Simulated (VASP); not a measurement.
A run of VASP 6.6.1:

INCAR

```
ALGO = Normal
EDIFF = 1E-6
ENCUT = 520
GGA = PE
ISIF = 2
ISMEAR = 0
LASPH = T
LCHARG = T
LELF = T
LREAL = F
LVHAR = T
LWAVE = F
NBANDS = 23
NELM = 80
PREC = Accurate
SIGMA = 0.05
```

The input KPOINTS:

```
k-points
0
Gamma
  1 1 16
```

File POSCAR:

```
B3As3H2
1.0
   18.5000000000      0.0000000000      0.0000000000
    0.0000000000      9.3000000000      0.0000000000
    0.0000000000      0.0000000000      3.3841621092
B As H
3 3 2
Direct
    0.3769022362      0.5000000000      0.0000000000
    0.5353222555      0.5000000000      0.5000000000
    0.6937422748      0.5000000000      0.0000000000
    0.3240955631      0.5000000000      0.5000000000
    0.4825155824      0.5000000000      1.0000000000
    0.6409356017      0.5000000000      0.5000000000
    0.7580665991      0.5000000000      1.0000000000
    0.2419334009      0.5000000000      0.5000000000
```

Potentials or basis: VASP PAW PBE potentials, release 64 (B, As, H).

Command:

```console
$ cat potpaw_PBE.64/B/POTCAR potpaw_PBE.64/As/POTCAR potpaw_PBE.64/H/POTCAR > POTCAR
$ mpirun -np 1 vasp_std > vasp.out
```

Hardware: 1 thread of Intel(R) Xeon(R) 6975P-C (Granite Rapids), on a shared host.

Task: Estimate the wall time of this run.

Result: Wall time 2.1 min on 1 thread of Intel(R) Xeon(R) 6975P-C (Granite Rapids), on a shared host, peak memory 0.62 GiB. Counts: scf iterations 24, k points 9.
